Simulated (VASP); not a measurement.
Ti, 1 atom in the cell. The structure is cubic, space group Im-3m (No. 229). Conventional cell: a = 2.441 Å, b = 2.441 Å, c = 2.441 Å, α = 90.00°, β = 90.00°, γ = 90.00°. Ti (site symmetry m-3m) has 14 Ti at 2.11 to 2.44 Å within 2.8 Å. 

* Program: VASP 6.6.1
* Task: relaxation of cell and atoms
* Functional: PBE
* Potentials or basis: VASP PAW PBE potentials, release 64 (Ti_sv)
* Cutoff: 600 eV
* k mesh: 22 × 22 × 22
* Occupations: fermi-dirac, width 0.05 eV
* Spin: no spin polarisation
* Target pressure: 350 GPa
* Dipole correction: no
* Further INCAR settings: ALGO = Normal; EDIFF = 1e-07; IBRION = 2; EDIFFG = -0.005; NSW = 60; ISIF = 3

Potentials or basis: VASP PAW PBE potentials, release 64 (Ti_sv).

The run is started by

```sh
$ cat potpaw_PBE.64/Ti_sv/POTCAR > POTCAR
$ mpirun -np 1 vasp_std > vasp.out
```

Hardware: 1 thread of Intel Xeon 6975P-C (shared host).

Estimate the wall time of this run.

Run time: 76 s on 1 thread of Intel Xeon 6975P-C, on a shared host, peak memory 0.16 GiB. Counts: scf iterations 39, k points 328, ion steps 3.
